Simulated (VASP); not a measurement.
VWC2, 4 atoms in the cell. Symmetry: R-3m, No. 166, trigonal system. The conventional cell has a = 3.034 Å, b = 3.034 Å, c = 14.802 Å, α = 90.00°, β = 90.00°, γ = 120.00°. W (site symmetry -3m) has 6 C at 2.17 Å within 2.9 Å. Within 2.8 Å of V (site symmetry -3m) lie 6 C at 2.11 Å. Within 2.8 Å of C (site symmetry 3m) lie 3 V at 2.11 Å and 3 W at 2.17 Å. 

```yaml
Program: VASP 6.6.1
Task: single point
Functional: PBE
Potentials_or_basis: VASP PAW PBE potentials, release 64 (W_sv, V_sv, C)
Cutoff: 520 eV
k_mesh: 10 × 10 × 10
Occupations: fermi-dirac, width 0.05 eV
Spin: collinear spin, ferromagnetic start
Starting_moments: "[0.0, 2.0, 0.0, 0.0] μB"
Hubbard_terms: V d U = 4.0 eV, W d U = 4.0 eV
Dipole_correction: no
k_mesh_for_the_DOS: 15 × 15 × 15
Occupations_for_the_DOS: tetrahedron
Further_INCAR_settings: ALGO = Normal; EDIFF = 1e-07; NBANDS = 30
```

Potentials or basis: VASP PAW PBE potentials, release 64 (W_sv, V_sv, C).

The run is started by

```bash
$ cat potpaw_PBE.64/W_sv/POTCAR potpaw_PBE.64/V_sv/POTCAR potpaw_PBE.64/C/POTCAR > POTCAR
$ cp INCAR.step1 INCAR
$ cp KPOINTS.step1 KPOINTS
$ mpirun -np 1 vasp_std > vasp.out
$ cp INCAR.step2 INCAR
$ cp KPOINTS.step2 KPOINTS
$ mpirun -np 1 vasp_std > vasp.out
```

Hardware: 1 thread of Intel Xeon 8259CL (shared host).

Question: Estimate the wall time of this run.

Answer: It took 42 min on 1 thread of Intel Xeon 8259CL, on a shared host, peak memory 0.75 GiB. Counts: k points 344.
